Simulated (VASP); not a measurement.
Write the native input for VASP 6.6.1 that does the following.

```
Task                      : relaxation of the atoms
Functional                : PBE
Potentials or basis       : VASP PAW PBE potentials, release 64 (Ti_sv, H)
Cutoff                    : 520 eV
k mesh                    : 9 × 9 × 1
Occupations               : gaussian, width 0.1 eV
Spin                      : no spin polarisation
Dipole correction         : yes
Atoms held fixed (from 0) : [0, 1, 2, 3]
Further INCAR settings    : ALGO = Normal; EDIFF = 1e-06; IBRION = 2; EDIFFG = -0.025; NSW = 36
```

The structure of Ti3H lies in POSCAR:

```
Ti3H
1.0
    2.9075446931      0.0000000000      0.0000000000
   -1.4537723466      2.5180075669      0.0000000000
    0.0000000000      0.0000000000     19.9935258482
Ti H
3 1
Selective dynamics
Direct
    0.6666666667      0.3333333333      0.2000647625  F F F
    0.3333333333      0.6666666667      0.3124429306  F F F
    0.0000000000      0.0000000000      0.4248138079  F F F
    0.6666666667      0.3333333333      0.4604043228  F F T
```

The input as run:

INCAR

```
ALGO = Normal ; DIPOL = 0.5 0.5 0.349
EDIFF = 1E-6 ; EDIFFG = -0.025
ENCUT = 520 ; GGA = PE
IBRION = 2 ; IDIPOL = 3
ISIF = 2 ; ISMEAR = 0
LASPH = T ; LCHARG = F
LDIPOL = T ; LREAL = F
LWAVE = F ; NELM = 80
NSW = 36 ; PREC = Accurate
SIGMA = 0.1
```

KPOINTS

```
k-points
0
Gamma
  9 9 1
```

Potentials or basis: VASP PAW PBE potentials, release 64 (Ti_sv, H).

Run with:

```console
$ cat potpaw_PBE.64/Ti_sv/POTCAR potpaw_PBE.64/H/POTCAR > POTCAR
$ mpirun -np 1 vasp_std > vasp.out
```

It gave:

| Quantity | Value |
| --- | --- |
| Energy gained by relaxing | 50.5 meV/atom |
| Ionic steps | 5 |

It took 3.8 min on 1 thread of Intel(R) Xeon(R) Platinum 8375C CPU @ 2.90GHz (Ice Lake) (shared host), peak memory 0.29 GiB.
